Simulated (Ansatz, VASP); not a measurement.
## Two plane-wave programs on K2Sb

```
K Sb
1.0
    -2.29583    2.29583    5.60256
     2.29583   -2.29583    5.60256
     2.29583    2.29583   -5.60256
K Sb
2 1
Direct
  0.65380 0.65380 0.00000
  0.34620 0.34620 0.00000
  0.00000 0.00000 0.00000
```

Alike in both runs: functional PBE; k mesh 14 × 14 × 14; occupations gaussian, width 0.1 eV; no spin polarisation.

Ansatz relaxed the structure, and its values are those at the end. VASP's run is a single point on that final structure, the one shown.

|  | VASP | Ansatz |
| --- | --- | --- |
| version | VASP 6.6.1 | Ansatz 0.2.0 |
| potentials or method | VASP PAW PBE potentials, release 64 (K_sv, Sb), cutoff 520 eV | scalar-relativistic, plane waves, PAW |
| valence electrons in the cell | 23 | 33 |

|  | VASP | Ansatz | Ansatz less VASP |
| --- | --- | --- | --- |
| gap on the k mesh at the Fermi level (eV) | none | none | - |
| pressure (GPa) | 0.0 | 0.0 | -0.02 |

A gap of «none» marks a metal or a gap that the smearing closes. VASP's potentials hold 23 valence electrons a cell and Ansatz's 33, so a difference there can come from the potentials and not from the codes.

Neither program's run includes spin-orbit coupling.
